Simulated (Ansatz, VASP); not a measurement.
# Ge: VASP beside Ansatz

File INCAR:

```
ALGO     = Normal         # electronic algorithm
EDIFF    = 1E-7           # SCF threshold, eV
ENCUT    = 520            # plane-wave cutoff, eV
GGA      = PS             # functional
ISIF     = 2              # what is computed and relaxed
ISMEAR   = 0              # smearing method
LASPH    = True           # aspherical terms in the spheres
LCHARG   = True           # write CHGCAR
LELF     = True           # ELF
LREAL    = False          # projectors in reciprocal space
LVHAR    = True         
LWAVE    = False          # write WAVECAR
NBANDS   = 21             # bands
NELM     = 80             # most SCF steps
PREC     = Accurate       # precision mode
SIGMA    = 0.15           # smearing width, eV
```

Contents of KPOINTS:

```
k-points
0
Gamma
  18 18 18
```

Contents of POSCAR:

```
Ge
1.0
    0.0000000000      2.8378807265      2.8378807265
    2.8378807265      0.0000000000      2.8378807265
    2.8378807265      2.8378807265      0.0000000000
Ge
2
Direct
    0.4647624373      0.5000000000      0.5000000000
    0.7500000000      0.7500000000      0.7500000000
```

Input for Ansatz:

```yaml
crystal:
  lattice:
    - [0.0, 2.8378807265, 2.8378807265]
    - [2.8378807265, 0.0, 2.8378807265]
    - [2.8378807265, 2.8378807265, 0.0]
  atoms:
    - { symbol: Ge, position: [0.4647624373, 0.5, 0.5] }
    - { symbol: Ge, position: [0.75, 0.75, 0.75] }
basis:
  ecutwfc: 420
kpoints:
  mp_grid: { grid: [18, 18, 18] }
hamiltonian:
  xc: pbesol
scf:
  occupations: { method: gaussian, width: 0.15 }
output:
  forces: true
  stress: true
  eigenvalues: true
```

Alike in both runs: task single point; functional PBEsol; k mesh 18 × 18 × 18; occupations gaussian, width 0.15 eV; no spin polarisation.

|  | VASP | Ansatz |
| --- | --- | --- |
| version | VASP 6.6.1 | Ansatz 0.2.0 |
| potentials or method | VASP PAW PBE potentials, release 64 (Ge_d), cutoff 520 eV | scalar-relativistic, plane waves, PAW |
| valence electrons in the cell | 28 | 28 |

VASP gave:

| Property | Result |
| --- | --- |
| gap on the k mesh at the Fermi level (eV) | none |
| pressure (GPa) | 0.6 |
| traceless stress, the component that is largest in VASP (GPa) | -3.00 |
| rms of the force components (eV/Å) | 0.899 |

Q: Estimate Ansatz's values.

A: gap on the k mesh at the Fermi level (eV): none; pressure (GPa): 0.7; traceless stress, the component that is largest in VASP (GPa): -3.02; rms of the force components (eV/Å): 0.901.

VASP's potentials were made for PBE, not for PBEsol. Atom by atom the forces differ by 0.002 eV/Å (rms over components). A gap of «none» marks a metal or a gap that the smearing closes.
